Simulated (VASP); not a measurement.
Runs of VASP 6.6.1 on GaSb. The structure is that of space group I-4m2 (No. 119), or close to it. The cells are those of the table. 

| cell | gap on the mesh (eV) | pressure (GPa) |
| --- | --- | --- |
| a = 4.214, b = 4.214, c = 4.700 Å, angles 56.1, 56.1, 67.8°, 2 atoms | none | -1.0 |
| a = 4.597, b = 4.597, c = 3.964 Å, angles 64.5, 64.5, 51.1°, 2 atoms | none | -0.1 |
| a = 4.205, b = 4.205, c = 4.856 Å, angles 54.7, 54.7, 70.5°, 2 atoms | none | (b) |
| a = 4.720, b = 4.720, c = 3.854 Å, angles 65.9, 65.9, 48.2°, 2 atoms | none | (a) |
| a = 4.238, b = 4.238, c = 4.567 Å, angles 57.4, 57.4, 65.2°, 2 atoms | none | -0.4 |

Alike in all rows: task single point; level PBEsol; potentials or basis VASP PAW PBE potentials, release 64 (Ga_d, Sb); no spin polarisation; k mesh 16 × 16 × 16; cutoff (eV) 520; smearing gaussian 0.15 eV.

Fill in the values left out.

(a) -0.3; (b) -2.0.

Caveats: the PAW data sets were made with another functional, which shifts forces and pressure a little; spin-orbit coupling is left out, which moves the levels of the heavy elements; semilocal functionals underestimate gaps, so a narrow gap can read as zero (at least some runs).

A k mesh can miss the band edges, and the runs leave out spin-orbit coupling on Ga, Sb.

A gap of «none» marks levels without a gap at the run's occupations.
